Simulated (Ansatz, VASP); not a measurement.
**One calculation of KF, two programs**

The input INCAR:

```
SYSTEM = KF
  ALGO = Normal
  EDIFF = 1E-6
  ENCUT = 520
  GGA = PE
  ISIF = 2
  ISMEAR = 0
  LASPH = .True.
  LCHARG = .False.
  LREAL = .False.
  LWAVE = .False.
  NBANDS = 15
  NELM = 60
  PREC = Accurate
  SIGMA = 0.05
```

The input KPOINTS:

```
k-points
0
Gamma
  8 8 8
  0 0 0
```

Contents of POSCAR:

```
KF
1.0
    0.0000000000      2.6664340075      2.6664340075
    2.6664340075      0.0000000000      2.6664340075
    2.6664340075      2.6664340075      0.0000000000
K F
1 1
Direct
    0.0000000000      0.0000000000      0.0000000000
    0.5000000000      0.5000000000      0.5000000000
```

Input for Ansatz:

```yaml
crystal:
  lattice:
    - [0.0, 2.6664340075, 2.6664340075]
    - [2.6664340075, 0.0, 2.6664340075]
    - [2.6664340075, 2.6664340075, 0.0]
  atoms:
    - { symbol: K, position: [0.0, 0.0, 0.0] }
    - { symbol: F, position: [0.5, 0.5, 0.5] }
basis:
  ecutwfc: 520.0
kpoints:
  mp_grid: { grid: [8, 8, 8] }
hamiltonian:
  xc: pbe
scf:
  occupations: { method: gaussian, width: 0.05 }
output:
  forces: true
  stress: true
  eigenvalues: true
```

Alike in both runs: task single point; functional PBE; k mesh 8 × 8 × 8; occupations gaussian, width 0.05 eV; no spin polarisation.

|  | VASP | Ansatz |
| --- | --- | --- |
| version | VASP 6.6.1 | Ansatz 0.2.0 |
| potentials or method | VASP PAW PBE potentials, release 64 (K_sv, F), cutoff 520 eV | scalar-relativistic, plane waves, PAW |
| valence electrons in the cell | 16 | 16 |

VASP gave:

* gap on the k mesh at the Fermi level (eV): 6.20
* least direct gap on the mesh (eV): 6.20
* pressure (GPa): 1.6

Question: What did Ansatz give for the same quantities?

Answer: gap on the k mesh at the Fermi level (eV): 6.21; least direct gap on the mesh (eV): 6.21; pressure (GPa): 1.6.
